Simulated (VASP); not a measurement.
Crystal: Hf.

```
CELL_PARAMETERS angstrom
-1.82875 1.82875 1.82875
1.82875 -1.82875 1.82875
1.82875 1.82875 -1.82875
ATOMIC_POSITIONS crystal
Hf 0.00000 0.00000 0.00000
```

Base run:

| Quantity | Value |
| --- | --- |
| Program | VASP 6.6.1 |
| Functional | PBEsol |
| Potentials or basis | VASP PAW PBE potentials, release 64 (Hf_pv) |
| Cutoff | 520 eV |
| k mesh | 10 × 10 × 10 |
| Occupations | fermi-dirac, width 0.05 eV |
| Spin | no spin polarisation |

Its results: band gap on the k mesh zero (band 5 reaches 5.27 eV, above the bottom of band 6 at 3.17 eV); pressure -12.1 GPa.

Question: After a change of settings the same cell gave: band gap on the k mesh zero (band 5 reaches 6.35 eV, above the bottom of band 6 at 2.70 eV); pressure -7.8 GPa. Which change was it?
A. functional from PBEsol to LDA; potentials or basis from VASP PAW PBE potentials, release 64 (Hf_pv) to VASP PAW LDA potentials, release 64 (Hf_pv)
B. functional from PBEsol to r2SCAN
C. functional from PBEsol to PBE0; k mesh from 10 × 10 × 10 to 6 × 6 × 6

Answer: C.

Caveats: some runs use coarse meshes; the PAW data sets were made with another functional, which shifts forces and pressure a little; spin-orbit coupling is left out, which moves the levels of the heavy elements.
